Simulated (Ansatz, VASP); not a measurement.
# PbS: VASP beside Ansatz

The input INCAR:

```
PREC = Accurate
ENCUT = 520
EDIFF = 1E-7
ISMEAR = -1
SIGMA = 0.05
LREAL = False
LASPH = True
NELM = 60
ALGO = Normal
ISIF = 2
LWAVE = False
LCHARG = False
GGA = CA
NBANDS = 17
```

File KPOINTS:

```
Automatic mesh
0
Gamma
  6 6 6
```

Contents of POSCAR:

```
PbS
1.0
    4.1894858429      0.0000000000      0.0000000000
   -2.0947429215      3.6282007982      0.0000000000
    0.0000000000      0.0000000000      3.8805975447
Pb S
1 1
Direct
    0.0000000000      0.0000000000      0.0000000000
    0.6666666667      0.3333333333      0.5000000000
```

Input for Ansatz:

```yaml
crystal:
  lattice:
    - [4.189485842948063, 0.0, 0.0]
    - [-2.0947429214740314, 3.628200798153867, 0.0]
    - [0.0, 0.0, 3.8805975446654086]
  atoms:
    - { symbol: Pb, position: [0.0, 0.0, 0.0] }
    - { symbol: S, position: [0.6666666666666666, 0.3333333333333333, 0.5] }
basis:
  ecutwfc: 500.0
kpoints:
  mp_grid:
    grid: [6, 6, 6]
hamiltonian:
  xc: lda
scf:
  occupations:
    method: fermi_dirac
    width: 0.05
output:
  stress: true
```

Alike in both runs: task single point; functional LDA; k mesh 6 × 6 × 6; occupations fermi-dirac, width 0.05 eV; no spin polarisation.

```csv
,VASP,Ansatz
version,VASP 6.6.1,Ansatz 0.2.0
potentials or method,"VASP PAW LDA potentials, release 64 (Pb_d, S), cutoff 520 eV","plane waves, PAW"
valence electrons in the cell,20,20
```

```csv
,VASP,Ansatz,Ansatz less VASP
pressure (GPa),-7.1,-7.1,-0.01
"traceless stress, the component that is largest in VASP (GPa)",-0.97,-1.00,-0.027
```

LDA's correlation is that of Perdew and Zunger in VASP and of Perdew and Wang (1992) in Ansatz.

Neither program's run includes spin-orbit coupling.
